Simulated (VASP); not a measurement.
Wanted: the native input for a VASP 6.6.1 run.

| Quantity | Value |
| --- | --- |
| Task | single point |
| Functional | PBE |
| Dispersion | D3(BJ) |
| Potentials or basis | VASP PAW PBE potentials, release 64 (Mo_sv, S) |
| Cutoff | 520 eV |
| k mesh | 12 × 12 × 4 |
| Occupations | gaussian, width 0.02 eV |
| Spin | no spin polarisation |
| Dipole correction | no |
| Further INCAR settings | ALGO = Normal; EDIFF = 1e-06; NBANDS = 35 |

The structure of MoS2 lies in POSCAR:

```
MoS2
1.0
    3.1177930668      0.0000000000      0.0000000000
   -1.5588965334      2.7000879996      0.0000000000
    0.0000000000      0.0000000000     12.1297777811
Mo S
2 4
Direct
    0.6666666667      0.3333333333      0.2499464811
    0.3333333333      0.6666666667      0.7500535189
    0.3333333333      0.6666666667      0.3799327694
    0.6666666667      0.3333333333      0.8800389041
    0.3333333333      0.6666666667      0.1199610959
    0.6666666667      0.3333333333      0.6200672306
```

This cell differs from its parent crystal: biaxial strain in the a-b plane: -1.0 %, then relaxed in part.

One way to write it, as run:

INCAR

```
ALGO     = Normal         # electronic algorithm
EDIFF    = 1E-6           # SCF threshold, eV
ENCUT    = 520            # plane-wave cutoff, eV
GGA      = PE             # functional
ISIF     = 2              # what is computed and relaxed
ISMEAR   = 0              # smearing method
IVDW     = 12             # dispersion correction
LASPH    = True           # aspherical terms in the spheres
LCHARG   = False          # write CHGCAR
LREAL    = False          # projectors in reciprocal space
LWAVE    = False          # write WAVECAR
NBANDS   = 35             # bands
NELM     = 80             # most SCF steps
PREC     = Accurate       # precision mode
SIGMA    = 0.02           # smearing width, eV
```

KPOINTS

```
k-points
0
Gamma
  12 12 4
```

Potentials or basis: VASP PAW PBE potentials, release 64 (Mo_sv, S).

The run is started by

```sh
$ cat potpaw_PBE.64/Mo_sv/POTCAR potpaw_PBE.64/S/POTCAR > POTCAR
$ mpirun -np 1 vasp_std > vasp.out
```

It gave:

```yaml
Pressure: 1.8 GPa
Largest_force: 0.015 eV/Å
Band_gap_on_the_k_mesh: 0.83 eV (least direct gap 1.82 eV)
Dispersion_energy_per_atom: -0.445 eV
```

Caveat: the cell differs from its parent crystal (biaxial strain in the a-b plane: -1.0 %, then relaxed in part).

It took 4.6 min on 1 thread of Intel Xeon 8259CL, with other jobs on the host, peak memory 0.36 GiB.
